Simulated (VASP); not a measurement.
# MgO (P1) in VASP: notebook, part 2 of 2

VASP 6.6.1.

## Step 5: Single point, PBEsol (atom 6 (O) moved by -0.390 Å along [1 0 0] and -0.260 Å along [0 0 1])

File INCAR:

```
PREC = Accurate
ENCUT = 520
EDIFF = 1E-7
ISMEAR = 0
SIGMA = 0.05
LREAL = False
LASPH = True
NELM = 80
ALGO = Normal
ISIF = 2
LWAVE = False
LCHARG = False
GGA = PS
NBANDS = 26
```

File KPOINTS:

```
Automatic mesh
0
Gamma
  9 9 4
```

File POSCAR:

```
MgO
1.0
    3.2553371795      0.0000000000      0.0000000000
   -1.6276685897      2.8192046953      0.0000000000
    0.0000000000      0.0000000000     10.4149514991
Mg O
4 4
Direct
    0.3333333333      0.6666666667      0.9695963559
    0.0000000000      0.0000000000      0.2209473890
    0.0000000000      0.0000000000      0.7209473890
    0.6666666667      0.3333333333      0.4695963559
    0.3333333333      0.6666666667      0.7799156657
   -0.1198032580      0.0000000000      0.5045746589
    0.0000000000      0.0000000000      0.0295387694
    0.6666666667      0.3333333333      0.2799156657
```

Potentials or basis: VASP PAW PBE potentials, release 64 (Mg, O).

Command:

```
cat potpaw_PBE.64/Mg/POTCAR potpaw_PBE.64/O/POTCAR > POTCAR
mpirun -np 1 vasp_std > vasp.out
```

OUTCAR:

```text
PREC = Accurate
   ENCUT = 520
   EDIFF = 1E-7
   ISMEAR = 0
   LREAL = False
   LASPH = True
   NELM = 80
   ISIF = 2
   GGA = PS

 ion  position               nearest neighbor table
   1  0.333  0.667  0.970-   5 1.98   7 1.98   7 1.98   7 1.98   3 3.20   3 3.20   3 3.20   2 3.22
                             2 3.22   2 3.22
   2  0.000  0.000  0.221-   8 1.98   8 1.98   8 1.98   7 1.99   4 3.20   4 3.20   4 3.20   1 3.22
                             1 3.22   1 3.22
   3  0.000  0.000  0.721-   5 1.98   5 1.98   5 1.98   6 2.29   1 3.20   1 3.20   1 3.20   4 3.22
                             4 3.22   4 3.22
   4  0.667  0.333  0.470-   6 1.60   6 1.95   8 1.98   6 2.26   2 3.20   2 3.20   2 3.20   3 3.22
                             3 3.22   3 3.22
   5  0.333  0.667  0.780-   1 1.98   3 1.98   3 1.98   3 1.98
   6  0.880  0.000  0.505-   4 1.60   4 1.95   4 2.26   3 2.29
   7  0.000  0.000  0.030-   1 1.98   1 1.98   1 1.98   2 1.99
   8  0.667  0.333  0.280-   4 1.98   2 1.98   2 1.98   2 1.98

  LATTYP: Found a hexagonal cell.
 ALAT       =     3.2553371795
 C/A-ratio  =     3.1993464655

  Lattice vectors:

 A1 = (   3.2553371795,   0.0000000000,   0.0000000000)
 A2 = (  -1.6276685897,   2.8192046953,   0.0000000000)
 A3 = (   0.0000000000,   0.0000000000,  10.4149514991)

Analysis of symmetry for initial positions (statically):
=====================================================================
 Subroutine PRICEL returns:
 Original cell was already a primitive cell.

 Routine SETGRP: Setting up the symmetry group for a
 hexagonal supercell.

 Subroutine GETGRP returns: Found  1 space group operations
 (whereof  1 operations were pure point group operations)
 out of a pool of 24 trial point group operations.

The static configuration has the point symmetry C_1 .

Analysis of symmetry for dynamics (positions and initial velocities):
=====================================================================
 Subroutine PRICEL returns:
 Original cell was already a primitive cell.

[... 140 lines left out ...]
  volume/ion in A,a.u.               =      11.95        80.63
  Fermi-wavevector in a.u.,A,eV,Ry     =   1.136750  2.148146 17.581449  1.292200
  Thomas-Fermi vector in A             =   2.273455
   LORBIT       =      0    0 simple, 1 ext, 2 COOP (PROOUT), +10 PAW based schemes
   GGA     = PS    functional components
   LHFCALC =     F    Hartree Fock is set to
   AEXX    =    0.0000 exact exchange contribution
   IVDW    =     0    specifies the selected vdW correction
   LEPSILON=     F    determine dielectric tensor
   LRPA    =     F    only Hartree local field effects (RPA)
 non-spin polarized calculation
 Gauss-broadening in eV      SIGMA  =   0.05
  energy-cutoff  :      520.00
  volume of cell :       95.58
 maximum number of plane-waves:      2616
   NGX = 13   NGY = 13   NGZ = 39

 number of electron      32.0000018 magnetization

 Free energy of the ion-electron system (eV)
  ---------------------------------------------------
  ext. energy  EPLUGINS =         0.00000000
  ---------------------------------------------------
  free energy    TOTEN  =       -47.24439234 eV

  energy without entropy =      -47.24439234  energy(sigma->0) =      -47.24439234

 E-fermi :   1.5563     XC(G=0):  -9.9214

 val. band max:        1.2809215798   @ k =   0.0000   0.0000   0.0000
 cond. band min:       3.9032439894   @ k =   0.0000   0.0000   0.0000
 fundamental gap:      2.6223224096
 Fermi energy:         1.5562821311

 k-point     1 :       0.0000    0.0000    0.0000
  band No.  band energies     occupation
      1     -15.6115      2.00000
      2     -14.9068      2.00000
      3     -14.8077      2.00000
      4     -13.9531      2.00000
      5      -2.6192      2.00000
      6      -1.1977      2.00000
[... 685 lines left out ...]
     25      12.8028      0.00000
     26      13.2564      0.00000

 [... further k-points ...]
[... 5 lines left out ...]
  --------------------------------------------------------------------------------------
  -------------------------------------------------------------------------------------
  Total        6.5169811      4.6096765     -0.5152078     -6.5014303     -1.8947069      2.3026410
  in kB      109.2388720     77.2682706     -8.6360114   -108.9782064    -31.7594360     38.5973046
  external PRESSURE =      59.2903771 kB  Pullay stress =       0.0000000 kB

 VOLUME and BASIS-vectors are now :
 -----------------------------------------------------------------------------
  energy-cutoff  :      520.00
  volume of cell :       95.58
      direct lattice vectors                 reciprocal lattice vectors
     3.255337180  0.000000000  0.000000000     0.307187841  0.177354983  0.000000000
    -1.627668590  2.819204695  0.000000000     0.000000000  0.354709965  0.000000000
     0.000000000  0.000000000 10.414951499     0.000000000  0.000000000  0.096015810

 POSITION                                       TOTAL-FORCE (eV/Angst)
 -----------------------------------------------------------------------------------
     -0.00000      1.87947     10.09830        -0.001604     -0.001460      0.524083
      0.00000      0.00000      2.30116        -0.048542      0.000226      0.531921
      0.00000      0.00000      7.50863        -0.292955      0.000579     -0.549883
      1.62767      0.93973      4.89082        -7.242485      4.595899     -3.100188
     -0.00000      1.87947      8.12278        -0.048803     -0.029711     -0.491533
      2.86534      0.00000      5.25512         7.777554     -4.618626      4.215765
      0.00000      0.00000      0.30764         0.001314      0.000080     -0.530367
      1.62767      0.93973      2.91531        -0.144478      0.053013     -0.599798
 -----------------------------------------------------------------------------------
    total drift:                               -0.000435      0.000256     -0.001664

  FREE ENERGIE OF THE ION-ELECTRON SYSTEM (eV)
  ---------------------------------------------------
  free  energy   TOTEN  =       -47.2443923429 eV

  energy  without entropy=      -47.2443923429  energy(sigma->0) =      -47.24439234
```

Wall time 4.6 min (1 thread of Intel Xeon Platinum 8259CL at 2.50GHz (Skylake/Cascade Lake), shared host); peak memory 0.43 GiB.

What came out:

| Quantity | Value |
| --- | --- |
| Free energy | -47.2444 eV |
| Pressure | 5.9 GPa |
| Largest force | 9.980 eV/Å |
| Band gap on the k mesh | 2.62 eV, direct |

Forces on the atoms (eV/Å):
```
Mg  -0.002 -0.001  0.524
Mg  -0.049  0.000  0.532
Mg  -0.293  0.001 -0.550
Mg  -7.242  4.596 -3.100
O   -0.049 -0.030 -0.492
O    7.778 -4.619  4.216
O    0.001  0.000 -0.530
O   -0.144  0.053 -0.600
```

Caveat: the cell differs from its parent crystal (atom 6 (O) moved by -0.390 Å along [1 0 0] and -0.260 Å along [0 0 1]); the PAW data sets were made with another functional, which shifts forces and pressure a little.

## Step 6: Single point, PBEsol (atom 6 (O) moved by -0.390 Å along [1 0 0] and +0.650 Å along [0 0 1])

File INCAR:

```
PREC = Accurate ; ENCUT = 520
EDIFF = 1E-7 ; ISMEAR = 0
SIGMA = 0.05 ; LREAL = F
LASPH = T ; NELM = 60
ALGO = Normal ; ISIF = 2
LWAVE = F ; LCHARG = F
GGA = PS ; NBANDS = 26
```

KPOINTS is that of step 5.

POSCAR: that of step 5 with these lines changed.

```diff
@@ -13,3 +13,3 @@
     0.3333333333      0.6666666667      0.7799156657
-   -0.1198032580      0.0000000000      0.5045746589
+   -0.1198032580      0.0000000000      0.5919490456
     0.0000000000      0.0000000000      0.0295387694
```

Potentials or basis: VASP PAW PBE potentials, release 64 (Mg, O).

Command:

```
cat potpaw_PBE.64/Mg/POTCAR potpaw_PBE.64/O/POTCAR > POTCAR
mpirun -np 1 vasp_std > vasp.out
```

Run time: 9.6 min. Hardware: 1 thread of Oxide Virtual Turin-like, shared host; peak memory 0.39 GiB.

Results (log left out):

```yaml
Free_energy: -42.8296 eV
Pressure: 18.0 GPa
Largest_force: 28.841 eV/Å
Band_gap_on_the_k_mesh: 0.72 eV, direct
```

Forces in eV/Å, atoms in the order of the input:
```
Mg   -0.001   0.000  -1.131
Mg   -0.013   0.000  -1.154
Mg    6.589   0.015  23.988
Mg   -0.440   0.333   2.783
O    -0.219  -0.133   1.532
O    -5.886  -0.230 -28.233
O     0.001  -0.001   1.160
O    -0.031   0.015   1.056
```

Stress tensor (GPa, compression positive):
```
 4.49  1.39 15.30
 1.39 -0.07 -1.21
15.30 -1.21 49.44
```

Levels at points of the mesh, in eV from the valence-band top:
| k point | band 14 | band 15 | band 16 | band 17 | band 18 | band 19 |
| --- | --- | --- | --- | --- | --- | --- |
| (0.00, 0.00, 0.00) | -1.00 | -0.13 | 0.00 | 0.72 | 3.60 | 4.44 |
| (0.00, 0.00, 0.50) | -1.25 | -0.13 | -0.01 | 1.09 | 2.99 | 5.49 |

Caveat: the cell differs from its parent crystal (atom 6 (O) moved by -0.390 Å along [1 0 0] and +0.650 Å along [0 0 1]); the PAW data sets were made with another functional, which shifts forces and pressure a little. A k mesh can miss the band edges.
